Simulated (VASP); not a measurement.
Set up this calculation in VASP 6.6.1, as the native input.

```
Task                   : single point
Functional             : PBE
Potentials or basis    : VASP PAW PBE potentials, release 64 (Ca_sv, Zr_sv, N)
Cutoff                 : 520 eV
k mesh                 : 4 × 4 × 6
Occupations            : gaussian, width 0.1 eV
Spin                   : collinear spin, ferromagnetic start
Starting moments       : [0.0, 1.0, 1.0, 0.0, 0.0, 0.0] μB
Dipole correction      : no
Further INCAR settings : ALGO = Normal; EDIFF = 1e-07; NBANDS = 38
```

The structure of CaZr2N3 lies in POSCAR:

```
CaZr2N3
1.0
    2.2999187477     -5.3300106001      0.0000000000
    2.2999187477      5.3300106001      0.0000000000
    0.0000000000      0.0000000000      3.4802686666
Ca Zr N
1 2 3
Direct
    0.0000000000      0.0000000000      0.0000000000
    0.6489971789      0.3510028211      0.5000000000
    0.3510028211      0.6489971789      0.5000000000
    0.1587516799      0.8412483201      0.5000000000
    0.8412483201      0.1587516799      0.5000000000
    0.5000000000      0.5000000000      0.0000000000
```

The input as run:

INCAR

```
PREC = Accurate
ENCUT = 520
EDIFF = 1E-7
ISMEAR = 0
SIGMA = 0.1
LREAL = False
LASPH = True
NELM = 150
ALGO = Normal
ISIF = 2
LWAVE = False
LCHARG = True
ISPIN = 2
MAGMOM = 0 1 1 0 0 0
LORBIT = 11
LMAXMIX = 4
GGA = PE
LELF = True
LVHAR = True
NBANDS = 38
```

KPOINTS

```
Automatic mesh
0
Gamma
  4 4 6
```

Potentials or basis: VASP PAW PBE potentials, release 64 (Ca_sv, Zr_sv, N).

Command:

```console
$ cat potpaw_PBE.64/Ca_sv/POTCAR potpaw_PBE.64/Zr_sv/POTCAR potpaw_PBE.64/N/POTCAR > POTCAR
$ mpirun -np 1 vasp_std > vasp.out
```

It gave:

```yaml
Pressure: 0.3 GPa
Largest_force: 0.023 eV/Å
Net_moment: 0.00 μB per cell
Valence_electrons_inside_the_program's_atomic_spheres: Ca 8.36; Zr 9.79; N 3.69, 3.67
```

Caveat: the k points lie up to 0.37 Å⁻¹ apart.

Wall time 2.2 min on 1 thread of Intel(R) Xeon(R) 6975P-C (Granite Rapids) (shared host), peak memory 0.38 GiB.
